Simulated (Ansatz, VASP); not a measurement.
One calculation of MgO, two programs

```
Mg O
1.0
    -4.96168    2.86463   -4.98288
     4.96168   -2.86463   -4.98288
    -4.96168   -8.59388    4.98288
Mg O
24 24
Direct
  0.99892 0.83225 0.83333
  0.49892 0.33225 0.83333
  0.16559 0.49892 0.66667
  0.66559 0.99892 0.66667
  0.33225 0.16559 0.50000
  0.83225 0.66559 0.50000
  0.49892 0.83225 0.33333
  0.99892 0.33225 0.33333
  0.66559 0.49892 0.16667
  0.16559 0.99892 0.16667
  0.83225 0.16559 0.00000
  0.33225 0.66559 0.00000
  0.58225 0.74892 0.83333
  0.08225 0.24892 0.83333
  0.74892 0.41559 0.66667
  0.24892 0.91559 0.66667
  0.91559 0.08225 0.50000
  0.41559 0.58225 0.50000
  0.08225 0.74892 0.33333
  0.58225 0.24892 0.33333
  0.24892 0.41559 0.16667
  0.74892 0.91559 0.16667
  0.41559 0.08225 0.00000
  0.91559 0.58225 0.00000
  0.79878 0.63211 0.83333
  0.29878 0.13211 0.83333
  0.96545 0.29878 0.66667
  0.46545 0.79878 0.66667
  0.13211 0.96545 0.50000
  0.63211 0.46545 0.50000
  0.29878 0.63211 0.33333
  0.79878 0.13211 0.33333
  0.46545 0.29878 0.16667
  0.96545 0.79878 0.16667
  0.63211 0.96545 0.00000
  0.13211 0.46545 0.00000
  0.38211 0.54878 0.83333
  0.88211 0.04878 0.83333
  0.54878 0.21545 0.66667
  0.04878 0.71545 0.66667
  0.71545 0.88211 0.50000
  0.21545 0.38211 0.50000
  0.88211 0.54878 0.33333
  0.38211 0.04878 0.33333
  0.04878 0.21545 0.16667
  0.54878 0.71545 0.16667
  0.21545 0.88211 0.00000
  0.71545 0.38211 0.00000
```

Alike in both runs: task single point; functional PBE; k mesh 2 × 2 × 2; occupations gaussian, width 0.05 eV; no spin polarisation.

|  | VASP | Ansatz |
| --- | --- | --- |
| version | VASP 6.6.1 | Ansatz 0.2.0 |
| potentials or method | VASP PAW PBE potentials, release 64 (Mg, O), cutoff 520 eV | scalar-relativistic, plane waves, PAW |
| valence electrons in the cell | 192 | 384 |

Ansatz gave:

| Quantity | Value |
| --- | --- |
| gap on the k mesh at the Fermi level (eV) | 3.48 |
| rms of the force components (eV/Å) | 0.004 |

Q: What did VASP give for the same quantities?

A: gap on the k mesh at the Fermi level (eV): 3.46; rms of the force components (eV/Å): 0.005.

Atom by atom the forces differ by 0.001 eV/Å (rms over components). With one functional, cell and mesh, what is left measures potentials, basis and numerics. VASP's potentials hold 192 valence electrons a cell and Ansatz's 384, so a difference there can come from the potentials and not from the codes. Ansatz's warnings: structure snapped to symmetry.

The k mesh is coarse, so the values compare programs but aren't converged.
